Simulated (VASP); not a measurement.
A run of VASP 6.6.1 is set up as follows.

The input POSCAR:

```
AgBr
1.0
    0.0000000000      2.9213761430      2.9213761430
    2.9213761430      0.0000000000      2.9213761430
    2.9213761430      2.9213761430      0.0000000000
Ag Br
1 1
Direct
    0.0000000000      0.0000000000      0.0000000000
    0.5000000000      0.5000000000      0.5000000000
```

The input INCAR.step1:

```
SYSTEM = AgBr
PREC     = Accurate       ! precision mode
ENCUT    = 550            ! plane-wave cutoff, eV
ISMEAR   = 0              ! smearing method
SIGMA    = 0.01           ! smearing width, eV
LREAL    = .False.        ! projectors in reciprocal space
LASPH    = .True.         ! aspherical terms in the spheres
NELM     = 120            ! most SCF steps
NBANDS   = 16             ! bands
GGA      = PE             ! functional
ALGO     = Normal         ! electronic algorithm
EDIFF    = 1E-5           ! SCF threshold, eV
LWAVE    = .True.         ! write WAVECAR
LCHARG   = .False.        ! write CHGCAR
GGA_COMPAT= .False.
```

Contents of INCAR.step2:

```
SYSTEM = AgBr
PREC     = Accurate       ! precision mode
ENCUT    = 550            ! plane-wave cutoff, eV
EDIFF    = 1E-6           ! SCF threshold, eV
ISMEAR   = 0              ! smearing method
SIGMA    = 0.01           ! smearing width, eV
LREAL    = .False.        ! projectors in reciprocal space
LASPH    = .True.         ! aspherical terms in the spheres
NELM     = 120            ! most SCF steps
ALGO     = Normal         ! electronic algorithm
ISIF     = 2              ! what is computed and relaxed
LWAVE    = .False.        ! write WAVECAR
LCHARG   = .True.         ! write CHGCAR
METAGGA  = R2SCAN         ! meta-GGA
LMIXTAU  = .True.       
LELF     = .True.         ! ELF
LVHAR    = .True.       
NBANDS   = 16             ! bands
ISTART   = 1            
GGA_COMPAT= .False.
```

The input KPOINTS:

```
Automatic mesh
0
Gamma
  6 6 6
  0 0 0
```

Potentials or basis: VASP PAW PBE potentials, release 64 (Ag, Br).

The run is started by

```bash
$ cat potpaw_PBE.64/Ag/POTCAR potpaw_PBE.64/Br/POTCAR > POTCAR
$ cp INCAR.step1 INCAR
$ mpirun -np 1 vasp_std > vasp.out
$ cp INCAR.step2 INCAR
$ mpirun -np 1 vasp_std > vasp.out
```

(1) Predict the band gap on the k mesh.

(2) Predict the pressure.

Answers

(1) 1.25 eV (least direct gap 3.08 eV).

(2) -1.3 GPa.

Caveat: the PAW data sets were made with another functional, which shifts forces and pressure a little.
